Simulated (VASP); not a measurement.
Input of a VASP 6.6.1 run:

The input INCAR:

```
PREC = Accurate ; ENCUT = 520
EDIFF = 1E-7 ; ISMEAR = -1
SIGMA = 0.02 ; LREAL = F
LASPH = T ; NELM = 80
ALGO = Normal ; ISIF = 2
LWAVE = F ; LCHARG = F
GGA = PE ; IBRION = 2
NSW = 80 ; EDIFFG = -0.02
```

The input KPOINTS:

```
regular mesh
0
Gamma
  9 9 9
```

Contents of POSCAR:

```
ZnSe
1.0
    0.0000000000      2.8338000000      2.8338000000
    2.8338000000      0.0000000000      2.8338000000
    2.8338000000      2.8338000000      0.0000000000
Zn Se
1 1
Direct
    0.0000000000      0.0000000000      0.0000000000
    0.2500000000      0.2500000000      0.2500000000
```

Potentials or basis: VASP PAW PBE potentials, release 64 (Zn, Se).

The run is started by

```bash
$ cat potpaw_PBE.64/Zn/POTCAR potpaw_PBE.64/Se/POTCAR > POTCAR
$ mpirun -np 1 vasp_std > vasp.out
```

What does it give for the band gap on the k mesh?

1.29 eV.

Final structure:
```yaml
crystal:
  lattice:
    - [0.00000, 2.83380, 2.83380]
    - [2.83380, 0.00000, 2.83380]
    - [2.83380, 2.83380, 0.00000]
  atoms:
    - { symbol: Zn, position: [0.00000, 0.00000, 0.00000] }
    - { symbol: Se, position: [0.25000, 0.25000, 0.25000] }
```

Caveat: the relaxation stopped at its first step, so nothing moved.
